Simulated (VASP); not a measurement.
A run of VASP 6.6.1 is set up as follows.

INCAR

```
SYSTEM = SiGe
  ALGO = Normal
  EDIFF = 1E-6
  ENCUT = 520
  GGA = PS
  ISIF = 2
  ISMEAR = 0
  LASPH = .TRUE.
  LCHARG = .TRUE.
  LELF = .TRUE.
  LREAL = .FALSE.
  LVHAR = .TRUE.
  LWAVE = .FALSE.
  NBANDS = 26
  NELM = 100
  PREC = Accurate
  SIGMA = 0.03
```

KPOINTS

```
k-points
0
G
  12 12 6
  0 0 0
```

POSCAR

```
SiGe
1.0
    4.0206000012      0.0000000000      0.0000000000
   -2.0103000006      3.4819417395      0.0000000000
    0.0000000000      0.0000000000      6.0638689218
Si Ge
2 2
Direct
    0.6666666667      0.3333333333      0.8745463082
    0.3333333333      0.6666666667      0.3745463082
    0.6666666667      0.3333333333      0.5004526918
    0.3333333333      0.6666666667      0.0004526918
```

Potentials or basis: VASP PAW PBE potentials, release 64 (Si, Ge_d).

Launch:

```sh
$ cat potpaw_PBE.64/Si/POTCAR potpaw_PBE.64/Ge_d/POTCAR > POTCAR
$ mpirun -np 1 vasp_std > vasp.out
```

Task: Estimate the band gap on the k mesh.

Result: Zero (bands 18 and 19 overlap by 0.28 eV).

Task: What does it give for the largest force?

Result: 1.216 eV/Å.

Stress tensor (GPa, compression positive):
```
-5.78  0.00  0.00
 0.00 -5.78  0.00
 0.00  0.00 15.32
```

Caveat: the stress differs along the axes, from -6 to 15 GPa; semilocal functionals underestimate gaps, and a narrow one can read as zero; the PAW data sets were made with another functional, which shifts forces and pressure a little.
